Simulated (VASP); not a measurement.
Crystal: MgS.

```
Mg S
1.0
     6.70648    0.00000    0.00000
     0.00000    6.70648    0.00000
     0.00000    0.00000    6.70648
Mg S
6 6
Cartesian
  3.3532 0.0000 5.0299
  5.0299 3.3532 0.0000
  0.0000 5.0299 3.3532
  3.3532 0.0000 1.6766
  1.6766 3.3532 0.0000
  0.0000 1.6766 3.3532
  0.0000 3.3532 5.0299
  5.0299 0.0000 3.3532
  3.3532 5.0299 0.0000
  0.0000 3.3532 1.6766
  1.6766 0.0000 3.3532
  3.3532 1.6766 0.0000
```

The cell was generated, and may not be a known phase.

| Quantity | Value |
| --- | --- |
| Program | VASP 6.6.1 |
| Task | relaxation of cell and atoms |
| Functional | PBE |
| Potentials or basis | VASP PAW PBE potentials, release 64 (Mg, S) |
| Cutoff | 600 eV |
| k mesh | 4 × 4 × 4 |
| Occupations | gaussian, width 0.1 eV |
| Spin | no spin polarisation |

At the start: pressure 6.8 GPa; volume 25.14 Å³/atom.

**Question.** Where does the relaxation end?

**Answer.** Over 3 steps the energy falls by 61.3 meV/atom and the volume is 28.31 Å³/atom (+12.6 %); space group Pm-3n (No. 223, to 0.1 Å) before and after.

The path:
```tsv
step	energy change (eV)	largest force (eV/Å)	pressure (GPa)	volume (Å³)
1	0.0000	0.0000	6.80	301.64
2	-0.6909	0.0000	-1.30	350.68
3	-0.7356	0.0000	0.03	339.74
```

Final structure:
```xyz
12
Lattice="6.9777 0.0000 0.0000 0.0000 6.9777 0.0000 0.0000 0.0000 6.9777" Properties=species:S:1:pos:R:3 pbc="T T T"
Mg    3.4889    0.0000    5.2333
Mg    5.2333    3.4889    0.0000
Mg    0.0000    5.2333    3.4889
Mg    3.4889    0.0000    1.7444
Mg    1.7444    3.4889    0.0000
Mg    0.0000    1.7444    3.4889
S     0.0000    3.4889    5.2333
S     5.2333    0.0000    3.4889
S     3.4889    5.2333    0.0000
S     0.0000    3.4889    1.7444
S     1.7444    0.0000    3.4889
S     3.4889    1.7444    0.0000
```
